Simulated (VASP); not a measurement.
Re:

```xyz
4
Lattice="2.7664 0.0000 0.0000 -1.3832 2.3958 0.0000 0.0000 0.0000 8.9388" Properties=species:S:1:pos:R:3 pbc="T T T"
Re    1.3832    0.7986    6.7041
Re    0.0000    0.0000    4.4694
Re    0.0000    1.5972    2.2347
Re    0.0000    0.0000    0.0000
```

Base run:

```yaml
Program: VASP 6.6.1
Functional: PBEsol
Potentials_or_basis: VASP PAW PBE potentials, release 64 (Re)
Cutoff: 520 eV
k_mesh: 11 × 11 × 3
Occupations: fermi-dirac, width 0.05 eV
Spin: non-collinear spin, zero start, spin-orbit coupling
Starting_moments: "[[0.0, 0.0, 0.0], [0.0, 0.0, 0.0], [0.0, 0.0, 0.0], [0.0, 0.0, 0.0]] μB"
```

Its results: pressure -6.1 GPa; net moment 0.00 μB per cell.

Task: The run is repeated on the same cell with these changes: functional from PBEsol to PBE. What comes out?

Result: Pressure 3.7 GPa; net moment 0.00 μB per cell.

PBE binds less tightly than PBEsol, so the same cell stands under more pressure.

Caveats: the cell stands under tension (at least some runs); the PAW data sets were made with another functional, which shifts forces and pressure a little (at least some runs); the cell stands under pressure (at least some runs).
